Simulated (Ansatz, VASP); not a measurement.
## Al3Ru in VASP and in Ansatz

```
CELL_PARAMETERS angstrom
4.90828 0.00000 0.00000
0.00000 4.90828 0.00000
0.00000 0.00000 4.90828
ATOMIC_POSITIONS crystal
Al 0.50000 0.25000 0.00000
Al 0.50000 0.75000 0.00000
Al 0.25000 0.00000 0.50000
Al 0.75000 0.00000 0.50000
Al 0.00000 0.50000 0.25000
Al 0.00000 0.50000 0.75000
Ru 0.50000 0.50000 0.50000
Ru 0.00000 0.00000 0.00000
```

Change from the starting cell: species swapped into the Zr3Au type (Pm-3n, No. 223).

Alike in both runs: functional PBE; k mesh 4 × 4 × 4; occupations gaussian, width 0.1 eV; no spin polarisation.

Ansatz relaxed the structure, and its values are those at the end. VASP's run is a single point on that final structure, the one shown.

|  | VASP | Ansatz |
| --- | --- | --- |
| version | VASP 6.6.1 | Ansatz 0.2.0 |
| potentials or method | VASP PAW PBE potentials, release 64 (Al, Ru_pv), cutoff 520 eV | scalar-relativistic, plane waves, PAW |
| valence electrons in the cell | 46 | 50 |

```tsv
	VASP	Ansatz	Ansatz less VASP
gap on the k mesh at the Fermi level (eV)	none	none	-
pressure (GPa)	-0.2	-0.1	+0.03
```

A gap of «none» marks a metal or a gap that the smearing closes. VASP's potentials hold 46 valence electrons a cell and Ansatz's 50, so a difference there can come from the potentials and not from the codes.
